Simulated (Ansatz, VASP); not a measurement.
**SiO2: VASP beside Ansatz**

```
CELL_PARAMETERS angstrom
-2.51315 2.51315 3.68586
2.51315 -2.51315 3.68586
2.51315 2.51315 -3.68586
ATOMIC_POSITIONS crystal
Si 0.00000 0.00000 0.00000
Si 0.75000 0.25000 0.50000
O 0.37500 0.21748 0.34248
O 0.96748 0.62500 0.84248
O 0.78252 0.12500 0.15752
O 0.87500 0.03252 0.65752
```

Alike in both runs: functional PBE; k mesh 6 × 6 × 6; occupations gaussian, width 0.02 eV; no spin polarisation.

Ansatz relaxed the structure, and its values are those at the end. VASP's run is a single point on that final structure, the one shown.

```csv
,VASP,Ansatz
version,VASP 6.6.1,Ansatz 0.2.0
potentials or method,"VASP PAW PBE potentials, release 64 (Si, O), cutoff 520 eV","scalar-relativistic, plane waves, PAW"
valence electrons in the cell,32,32
```

VASP gave:

* gap on the k mesh at the Fermi level (eV): 5.74
* least direct gap on the mesh (eV): 5.74
* pressure (GPa): 0.1
* rms of the force components (eV/Å): 0.003

Which values does Ansatz return?

gap on the k mesh at the Fermi level (eV): 5.74; least direct gap on the mesh (eV): 5.74; pressure (GPa): 0.0; rms of the force components (eV/Å): 0.001.
